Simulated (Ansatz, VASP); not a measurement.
# One calculation of Te2Mo, two programs

```
CELL_PARAMETERS angstrom
3.47289 0.00000 0.00000
-1.73644 3.00761 0.00000
0.00000 0.00000 13.76868
ATOMIC_POSITIONS crystal
Te 0.33333 0.66667 0.61954
Te 0.66667 0.33333 0.11954
Te 0.66667 0.33333 0.38046
Te 0.33333 0.66667 0.88046
Mo 0.33333 0.66667 0.25000
Mo 0.66667 0.33333 0.75000
```

Alike in both runs: functional LDA; k mesh 12 × 12 × 2; occupations gaussian, width 0.02 eV; no spin polarisation.

Ansatz relaxed the structure, and its values are those at the end. VASP's run is a single point on that final structure, the one shown.

|  | VASP | Ansatz |
| --- | --- | --- |
| version | VASP 6.6.1 | Ansatz 0.2.0 |
| potentials or method | VASP PAW LDA potentials, release 64 (Te, Mo_sv), cutoff 520 eV | scalar-relativistic, plane waves, PAW |
| valence electrons in the cell | 52 | 92 |

VASP gave:

* gap on the k mesh at the Fermi level (eV): 0.68
* least direct gap on the mesh (eV): 1.10
* pressure (GPa): 0.3
* rms of the force components (eV/Å): 0.026

Problem. What did Ansatz give for the same quantities?

Solution. gap on the k mesh at the Fermi level (eV): 0.70; least direct gap on the mesh (eV): 1.10; pressure (GPa): 0.0; rms of the force components (eV/Å): 0.002.

LDA's correlation is that of Perdew and Zunger in VASP and of Perdew and Wang (1992) in Ansatz. VASP's potentials hold 52 valence electrons a cell and Ansatz's 92, so a difference there can come from the potentials and not from the codes.

Neither program's run includes spin-orbit coupling.
